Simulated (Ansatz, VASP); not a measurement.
# Two plane-wave programs on TiO2

Contents of INCAR:

```
PREC = Accurate
ENCUT = 520
EDIFF = 1E-6
ISMEAR = 0
SIGMA = 0.01
LREAL = F
LASPH = T
NELM = 100
ALGO = Normal
ISIF = 2
LWAVE = F
LCHARG = F
GGA = PS
NBANDS = 19
```

Contents of KPOINTS:

```
Automatic mesh
0
Gamma
  8 8 8
```

Contents of POSCAR:

```
TiO2
1.0
    1.4973310000      0.8644850000      6.9815440000
   -1.4973310000      0.8644850000      6.9815440000
    0.0000000000     -1.7289690000      6.9815440000
Ti O
1 2
Direct
   -0.0023872461     -0.0023872461     -0.0023872474
    0.6204670000      0.6204670000      0.6204670000
    0.3795330000      0.3795330000      0.3795330000
```

Input for Ansatz:

```yaml
crystal:
  lattice:
    - [1.497331, 0.864485, 6.981544]
    - [-1.497331, 0.864485, 6.981544]
    - [0.0, -1.728969, 6.981544]
  atoms:
    - { symbol: Ti, position: [-0.0023872460666936376, -0.0023872460666936376, -0.002387247447427512] }
    - { symbol: O, position: [0.620467, 0.620467, 0.620467] }
    - { symbol: O, position: [0.379533, 0.379533, 0.379533] }
kpoints:
  mp_grid:
    grid: [8, 8, 8]
    shift: [0.0, 0.0, 0.0]
hamiltonian:
  xc: pbesol
scf:
  occupations:
    method: fixed
output:
  forces: true
```

Alike in both runs: task single point; functional PBEsol; k mesh 8 × 8 × 8; no spin polarisation.

|  | VASP | Ansatz |
| --- | --- | --- |
| version | VASP 6.6.1 | Ansatz 0.2.0 |
| potentials or method | VASP PAW PBE potentials, release 64 (Ti_sv, O) | plane waves, PAW |
| plane-wave cutoff (eV) | 520 | 420 |
| occupations | gaussian, width 0.01 eV | fixed |
| valence electrons in the cell | 24 | 24 |

|  | VASP | Ansatz | Ansatz less VASP |
| --- | --- | --- | --- |
| rms of the force components (eV/Å) | 0.513 | 0.521 | +0.0075 |

VASP's potentials were made for PBE, not for PBEsol. Atom by atom the forces differ by 0.026 eV/Å (rms over components).
